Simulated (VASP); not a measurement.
# Fe2Pt (P6_3/mmc) in VASP: single point with PBE

Aim: the single point of Fe2Pt with PBE.

All numbers are computed with VASP 6.6.1; they aren't measurements. Logs are shortened: lines on timing, memory, paths and dates and some standing lists are left out, and cuts for length are marked.

### 1 The cell of the first run

Symmetry: P6_3/mmc, No. 194, hexagonal system. The conventional cell has a = 2.684 Å, b = 2.684 Å, c = 13.048 Å, α = 90.00°, β = 90.00°, γ = 120.00°. Fe (site symmetry 3m) has 9 Fe at 2.60 to 2.68 Å and 3 Pt at 2.71 Å within 3.4 Å. Pt (site symmetry -6m2) has 6 Pt at 2.68 Å and 6 Fe at 2.71 Å within 3.5 Å.

### 2 Single point, PBE, collinear spin, ferromagnetic start

INCAR

```
SYSTEM = Fe2Pt
ALGO = Normal ; EDIFF = 1E-6
ENCUT = 520 ; GGA = PE
ISIF = 2 ; ISMEAR = 0
ISPIN = 2 ; LASPH = .True.
LCHARG = .False. ; LMAXMIX = 4
LORBIT = 11 ; LREAL = .False.
LWAVE = .False. ; MAGMOM = 4 4 4 4 0 0
NBANDS = 39 ; NELM = 150
PREC = Accurate ; SIGMA = 0.1
```

KPOINTS

```
k-points
0
Gamma
  6 6 2
  0 0 0
```

POSCAR

```
Fe2Pt
1.0
    2.6843123253     -0.0000000029      0.0000000000
   -1.3421561601      2.3246826668      0.0000000000
    0.0000000000      0.0000000000     13.0483583602
Fe Pt
4 2
Direct
    0.3333333333      0.6666666667      0.9201223391
    0.3333333333      0.6666666667      0.5798776609
    0.6666666667      0.3333333333      0.0798776609
    0.6666666667      0.3333333333      0.4201223391
    0.3333333333      0.6666666667      0.2500000000
    0.6666666667      0.3333333333      0.7500000000
```

Potentials or basis: VASP PAW PBE potentials, release 64 (Fe, Pt).

Run with:

```console
$ cat potpaw_PBE.64/Fe/POTCAR potpaw_PBE.64/Pt/POTCAR > POTCAR
$ mpirun -np 1 vasp_std > vasp.out
```

OUTCAR:

```text
SYSTEM = Fe2Pt
   EDIFF = 1E-6
   ENCUT = 520
   GGA = PE
   ISIF = 2
   ISMEAR = 0
   ISPIN = 2
   LASPH = .True.
   LORBIT = 11
   LREAL = .False.
   NELM = 150
   PREC = Accurate

 ion  position               nearest neighbor table
   1  0.333  0.667  0.920-   3 2.60   3 2.60   3 2.60   6 2.71   6 2.71   6 2.71
   2  0.333  0.667  0.580-   4 2.60   4 2.60   4 2.60   6 2.71   6 2.71   6 2.71
   3  0.667  0.333  0.080-   1 2.60   1 2.60   1 2.60   5 2.71   5 2.71   5 2.71
   4  0.667  0.333  0.420-   2 2.60   2 2.60   2 2.60   5 2.71   5 2.71   5 2.71
   5  0.333  0.667  0.250-   3 2.71   4 2.71   3 2.71   4 2.71   3 2.71   4 2.71
   6  0.667  0.333  0.750-   1 2.71   2 2.71   1 2.71   2 2.71   1 2.71   2 2.71

  LATTYP: Found a hexagonal cell.
 ALAT       =     2.6843123253
 C/A-ratio  =     4.8609687618

  Lattice vectors:

 A1 = (   2.6843123253,  -0.0000000029,   0.0000000000)
 A2 = (  -1.3421561601,   2.3246826668,   0.0000000000)
 A3 = (   0.0000000000,   0.0000000000,  13.0483583602)

Analysis of symmetry for initial positions (statically):
=====================================================================
 Subroutine PRICEL returns:
 Original cell was already a primitive cell.

 Routine SETGRP: Setting up the symmetry group for a
 hexagonal supercell.

 Subroutine GETGRP returns: Found 24 space group operations
 (whereof 12 operations were pure point group operations)
 out of a pool of 24 trial point group operations.

The static configuration has the point symmetry D_3d.
 The point group associated with its full space group is D_6h.

Analysis of symmetry for dynamics (positions and initial velocities):
=====================================================================
 Subroutine PRICEL returns:
 Original cell was already a primitive cell.

 Routine SETGRP: Setting up the symmetry group for a
 hexagonal supercell.

 Subroutine GETGRP returns: Found 24 space group operations
 (whereof 12 operations were pure point group operations)
 out of a pool of 24 trial point group operations.

The dynamic configuration has the point symmetry D_3d.
 The point group associated with its full space group is D_6h.

Analysis of structural, dynamic, and magnetic symmetry:
=====================================================================
 Subroutine PRICEL returns:
 Original cell was already a primitive cell.

 Routine SETGRP: Setting up the symmetry group for a
 hexagonal supercell.

 Subroutine GETGRP returns: Found 24 space group operations
 (whereof 12 operations were pure point group operations)
 out of a pool of 24 trial point group operations.

The overall configuration has the point symmetry D_3d.
 The point group associated with its full space group is D_6h.

 Subroutine INISYM returns: Found 24 space group operations
 (whereof 12 operations are pure point group operations),
 and found     1 'primitive' translations

----------------------------------------------------------------------------------------

                                     Primitive cell

  volume of cell :      81.4240

  direct lattice vectors                    reciprocal lattice vectors
     2.684312325 -0.000000003  0.000000000     0.372534891  0.215083119  0.000000000
    -1.342156160  2.324682667  0.000000000     0.000000000  0.430166239  0.000000000
     0.000000000  0.000000000 13.048358360     0.000000000  0.000000000  0.076637993

  length of vectors
     2.684312325  2.684312325 13.048358360     0.430166239  0.430166239  0.076637993

  position of ions in fractional coordinates (direct lattice)
     0.333333333  0.666666667  0.920122339
     0.333333333  0.666666667  0.579877661
     0.666666667  0.333333333  0.079877661
     0.666666667  0.333333333  0.420122339
     0.333333333  0.666666667  0.250000000
     0.666666667  0.333333333  0.750000000

  ion indices of the primitive-cell ions
   primitive index   ion index
                 1           1
                 2           2
                 3           3
                 4           4
                 5           5
                 6           6

[... 41 lines left out ...]
  0.333333  0.333333  0.500000      2.000000
   k-points           NKPTS =     14   k-points in BZ     NKDIM =     14   number of bands    NBANDS=     39
   number of dos      NEDOS =    301   number of ions     NIONS =      6
   total plane-waves  NPLWV =  39200
   dimension x,y,z NGX =    20 NGY =   20 NGZ =   98
   dimension x,y,z NGXF=    40 NGYF=   40 NGZF=  196
   ions per type =               4   2
   NGX,Y,Z   is equivalent  to a cutoff of  12.39, 12.39, 12.49 a.u.
   NGXF,Y,Z  is equivalent  to a cutoff of  24.77, 24.77, 24.97 a.u.
 SYSTEM =  Fe2Pt
   PREC   = accura    normal or accurate (medium, high low for compatibility)
   ISTART =      0    job   : 0-new  1-cont  2-samecut
   ICHARG =      2    charge: 1-file 2-atom 10-const
   ISPIN  =      2    spin polarized calculation?
   LNONCOLLINEAR =      F non collinear calculations
   LSORBIT =      F    spin-orbit coupling
   LASPH  =      T    aspherical Exc in radial PAW
   ENCUT  =  520.0 eV  38.22 Ry    6.18 a.u.   4.99  4.99 24.26*2*pi/ulx,y,z
   NELM   =    150;   NELMIN=  2; NELMDL= -5     # of ELM steps
   EDIFF  = 0.1E-05   stopping-criterion for ELM
   LREAL  =      F    real-space projection
   EDIFFG = 0.1E-04   stopping-criterion for IOM
   NSW    =      0    number of steps for IOM
   IBRION =     -1    ionic relax: 0-MD 1-quasi-New 2-CG
   NFREE  =      0    steps in history (QN), initial steepest desc. (CG)
   ISIF   =      2    stress and relaxation
   ISYM   =      2    0-nonsym 1-usesym 2-fastsym
   POTIM  = 0.5000    time-step for ionic-motion
   TEBEG  =    0.0;   TEEND  =   0.0 temperature during run
   PSTRESS=    0.0 pullay stress
   NELECT =      52.0000    total number of electrons
   NUPDOWN=      -1.0000    fix difference up-down
   EMIN   =  10.00;   EMAX   =-10.00  energy-range for DOS
   EFERMI =   0.00;   METHOD = LEGACY
   ISMEAR =     0;   SIGMA  =   0.10  broadening in eV -4-tet -1-fermi 0-gaus
   EFERMI_NEDOS =   21; number of points for ismear=-14 and -15
   IALGO  =     38    algorithm
   IMIX   =      4    mixing-type and parameters
     AMIX     =   0.40;   BMIX     =  1.00
     AMIX_MAG =   1.60;   BMIX_MAG =  1.00
  volume/ion in A,a.u.               =      13.57        91.58
  Fermi-wavevector in a.u.,A,eV,Ry     =   1.409803  2.664141 27.042182  1.987544
  Thomas-Fermi vector in A             =   2.531822
   LORBIT       =     11    0 simple, 1 ext, 2 COOP (PROOUT), +10 PAW based schemes
   GGA     = PE    functional components
   LHFCALC =     F    Hartree Fock is set to
   AEXX    =    0.0000 exact exchange contribution
   IVDW    =     0    specifies the selected vdW correction
   LEPSILON=     F    determine dielectric tensor
   LRPA    =     F    only Hartree local field effects (RPA)
 spin polarized calculation
 Gauss-broadening in eV      SIGMA  =   0.10
  energy-cutoff  :      520.00
  volume of cell :       81.42
 maximum number of plane-waves:      2238
 NGX is ok and might be reduce to    20
   NGX =  9   NGY =  9   NGZ = 49

 number of electron      51.9999992 magnetization      11.6661038

 Free energy of the ion-electron system (eV)
  ---------------------------------------------------
  ext. energy  EPLUGINS =         0.00000000
  ---------------------------------------------------
  free energy    TOTEN  =       -45.25731738 eV

  energy without entropy =      -45.21846199  energy(sigma->0) =      -45.23788968

 E-fermi :   7.4505     XC(G=0): -12.8106

 val. band max:        7.4487028660   @ k =   0.0000   0.0000   0.0000
 cond. band min:       7.4735797046   @ k =   0.1667  -0.0000   0.5000
 fundamental gap:      0.0248768386
 Fermi energy:         7.4505416081

 spin component 1

 k-point     1 :       0.0000    0.0000    0.0000
  band No.  band energies     occupation
      1      -2.0069      1.00000
      2      -1.7060      1.00000
      3       0.2647      1.00000
      4       0.5509      1.00000
      5       1.4888      1.00000
      6       2.2708      1.00000
[... 563 lines left out ...]
     37      13.5476      0.00000
     38      13.5476      0.00000
 Fermi energy:         7.4505416081

 spin component 2

 k-point     1 :       0.0000    0.0000    0.0000
  band No.  band energies     occupation
      1      -1.9107      1.00000
      2      -1.6439      1.00000
      3       0.5316      1.00000
      4       0.7766      1.00000
      5       1.8405      1.00000
      6       2.9135      1.00000
[... 563 lines left out ...]
     37      14.0740      0.00000
     38      14.0740      0.00000
 [bands above 38 left out]

------------------------ aborting loop because EDIFF is reached ----------------------------------------

  FORCE on cell =-STRESS in cart. coord.  units (eV):
  Direction    XX          YY          ZZ          XY          YZ          ZX
  --------------------------------------------------------------------------------------
  -------------------------------------------------------------------------------------
  Total       -0.2314811     -0.2314811     -0.1384419     -0.0000000      0.0000000     -0.0000000
  in kB       -4.5548435     -4.5548435     -2.7241151     -0.0000000      0.0000000     -0.0000000
  external PRESSURE =      -3.9446007 kB  Pullay stress =       0.0000000 kB

 VOLUME and BASIS-vectors are now :
 -----------------------------------------------------------------------------
  energy-cutoff  :      520.00
  volume of cell :       81.42
      direct lattice vectors                 reciprocal lattice vectors
     2.684312325 -0.000000003  0.000000000     0.372534891  0.215083119  0.000000000
    -1.342156160  2.324682667  0.000000000     0.000000000  0.430166239  0.000000000
     0.000000000  0.000000000 13.048358360     0.000000000  0.000000000  0.076637993

 POSITION                                       TOTAL-FORCE (eV/Angst)
 -----------------------------------------------------------------------------------
      0.00000      1.54979     12.00609        -0.000000      0.000000     -0.017711
      0.00000      1.54979      7.56645         0.000000     -0.000000      0.017711
      1.34216      0.77489      1.04227        -0.000000      0.000000      0.017711
      1.34216      0.77489      5.48191         0.000000     -0.000000     -0.017711
      0.00000      1.54979      3.26209         0.000000     -0.000000      0.000000
      1.34216      0.77489      9.78627         0.000000      0.000000      0.000000
 -----------------------------------------------------------------------------------
    total drift:                               -0.000000      0.000000     -0.000000

  FREE ENERGIE OF THE ION-ELECTRON SYSTEM (eV)
  ---------------------------------------------------
  free  energy   TOTEN  =       -45.2573173761 eV

  energy  without entropy=      -45.2184619868  energy(sigma->0) =      -45.23788968

 total charge

# of ion       s       p       d       tot
------------------------------------------
    1        0.427   0.430   6.145   7.002
    2        0.427   0.430   6.145   7.002
    3        0.427   0.430   6.145   7.002
    4        0.427   0.430   6.145   7.002
    5        0.717   0.684   8.055   9.456
    6        0.717   0.684   8.055   9.456
--------------------------------------------------
tot          3.143   3.087  40.689  46.918

 magnetization (x)

# of ion       s       p       d       tot
------------------------------------------
    1       -0.011  -0.029   2.845   2.805
    2       -0.011  -0.029   2.845   2.805
    3       -0.011  -0.029   2.845   2.805
    4       -0.011  -0.029   2.845   2.805
    5       -0.010  -0.048   0.271   0.213
    6       -0.010  -0.048   0.271   0.213
--------------------------------------------------
tot         -0.066  -0.210  11.922  11.646
```

It took 1.7 min on 1 thread of Intel Xeon Platinum 8375C at 2.90GHz (Ice Lake), shared host; peak memory 0.26 GiB.

What came out:

```yaml
Free_energy: -45.2573 eV
Pressure: -0.4 GPa
Largest_force: 0.018 eV/Å
Net_moment: 11.67 μB per cell
Site_moments: Fe +2.81; Pt +0.21 μB
Valence_electrons_inside_the_program's_atomic_spheres: Fe 7.00; Pt 9.46
```

Forces in eV/Å, atoms in the order of the input:
```
Fe   0.000  0.000 -0.018
Fe   0.000  0.000  0.018
Fe   0.000  0.000  0.018
Fe   0.000  0.000 -0.018
Pt   0.000  0.000  0.000
Pt   0.000  0.000  0.000
```

Stress tensor (GPa, compression positive):
```
-0.46  0.00  0.00
 0.00 -0.46  0.00
 0.00  0.00 -0.27
```

Caveat: the k points lie up to 0.45 Å⁻¹ apart; spin-orbit coupling is left out, which moves the levels of the heavy elements.
